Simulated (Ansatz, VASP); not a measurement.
# Bi2C in VASP and in Ansatz

```
Bi C
1.0
     3.53489    0.00000    0.00000
    -1.76744    3.06130    0.00000
     0.00000    0.00000   12.53254
Bi C
4 2
Cartesian
  0.0000 2.0409 7.8135
  1.7674 1.0204 1.5472
  0.0000 2.0409 10.9853
  1.7674 1.0204 4.7191
  0.0000 2.0409 3.1331
  1.7674 1.0204 9.3994
```

Alike in both runs: functional PBE; k mesh 6 × 6 × 2; occupations gaussian, width 0.1 eV; no spin polarisation.

Ansatz relaxed the structure, and its values are those at the end. VASP's run is a single point on that final structure, the one shown.

|  | VASP | Ansatz |
| --- | --- | --- |
| version | VASP 6.6.1 | Ansatz 0.2.0 |
| potentials or method | VASP PAW PBE potentials, release 64 (Bi_d, C), cutoff 520 eV | scalar-relativistic, plane waves, PAW |
| valence electrons in the cell | 68 | 68 |

Ansatz gave:

| Property | Result |
| --- | --- |
| gap on the k mesh at the Fermi level (eV) | none |
| pressure (GPa) | 0.0 |
| rms of the force components (eV/Å) | 0.011 |

Question: Estimate VASP's values.

Answer: gap on the k mesh at the Fermi level (eV): none; pressure (GPa): 0.0; rms of the force components (eV/Å): 0.016.

A gap of «none» marks a metal or a gap that the smearing closes.

Spin-orbit coupling is off throughout.
